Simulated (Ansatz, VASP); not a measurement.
**Two plane-wave programs on HfB2**

```xyz
6
Lattice="4.5267 0.0000 0.0000 -2.2633 3.9202 0.0000 0.0000 0.0000 6.9254" Properties=species:S:1:pos:R:3 pbc="T T T"
Hf    0.0000    0.0000    5.4840
Hf    0.0000    0.0000    1.4414
B     2.2633    1.3067    3.4627
B     3.6755    0.4915    3.4627
B     2.2633    2.9373    3.4627
B     0.8512    0.4915    3.4627
```

Alike in both runs: task single point; functional PBE; k mesh 12 × 12 × 6; occupations gaussian, width 0.1 eV; no spin polarisation.

|  | VASP | Ansatz |
| --- | --- | --- |
| version | VASP 6.6.1 | Ansatz 0.2.0 |
| potentials or method | VASP PAW PBE potentials, release 64 (Hf_pv, B), cutoff 520 eV | scalar-relativistic, plane waves, PAW |
| valence electrons in the cell | 32 | 64 |

```csv
,VASP,Ansatz,Ansatz less VASP
gap on the k mesh at the Fermi level (eV),none,none,-
pressure (GPa),-0.1,0.0,+0.14
"traceless stress, the component that is largest in VASP (GPa)",-0.14,0.00,+0.135
rms of the force components (eV/Å),0.016,0.001,-0.0149
```

Atom by atom the forces differ by 0.017 eV/Å (rms over components). A gap of «none» marks a metal or a gap that the smearing closes. VASP's potentials hold 32 valence electrons a cell and Ansatz's 64, so a difference there can come from the potentials and not from the codes.

Neither program's run includes spin-orbit coupling.
